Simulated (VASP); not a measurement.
Wanted: the native input for a VASP 6.6.1 run.

| Item | Value |
| --- | --- |
| Task | single point |
| Functional | PBE |
| Potentials or basis | VASP PAW PBE potentials, release 64 (Al, In_d, As) |
| Cutoff | 500 eV |
| k mesh | 12 × 12 × 12 |
| Occupations | gaussian, width 0.01 eV |
| Spin | no spin polarisation |
| Dipole correction | no |
| Further INCAR settings | ALGO = Normal; EDIFF = 1e-06; NBANDS = 31 |

The structure of AlIn2As3 lies in POSCAR:

```
AlIn2As3
1.0
   -2.1284633193      2.1284633193      9.0613466577
    2.1284633193     -2.1284633193      9.0613466577
    2.1284633193      2.1284633193     -9.0613466577
Al In As
1 2 3
Direct
    0.0000000000      0.0000000000      0.0000000000
    0.6624573508      0.6624573508      0.0000000000
    0.3375426492      0.3375426492      0.0000000000
    0.4260309273      0.9260309273      0.5000000000
    0.0739690727      0.5739690727      0.5000000000
    0.7500000000      0.2500000000      0.5000000000
```

One way to write it, as run:

INCAR

```
SYSTEM = AlIn2As3
ALGO = Normal ; EDIFF = 1E-6
ENCUT = 500 ; GGA = PE
GGA_COMPAT = .FALSE. ; ISIF = 2
ISMEAR = 0 ; LASPH = .TRUE.
LCHARG = .FALSE. ; LREAL = .FALSE.
LWAVE = .FALSE. ; NBANDS = 31
NELM = 120 ; PREC = Accurate
SIGMA = 0.01
```

KPOINTS

```
k-points
0
G
  12 12 12
  0 0 0
```

Potentials or basis: VASP PAW PBE potentials, release 64 (Al, In_d, As).

Run with:

```console
$ cat potpaw_PBE.64/Al/POTCAR potpaw_PBE.64/In_d/POTCAR potpaw_PBE.64/As/POTCAR > POTCAR
$ mpirun -np 1 vasp_std > vasp.out
```

Results of the run:

```yaml
Pressure: 0.1 GPa
Largest_force: 0.008 eV/Å
Band_gap_on_the_k_mesh: 0.11 eV
```

Caveat: semilocal functionals underestimate gaps, and a narrow one can read as zero; spin-orbit coupling is left out, which moves the levels of the heavy elements.

Wall time 29 min on 1 thread of Intel(R) Xeon(R) 6975P-C (Granite Rapids) (shared host), peak memory 1.2 GiB.
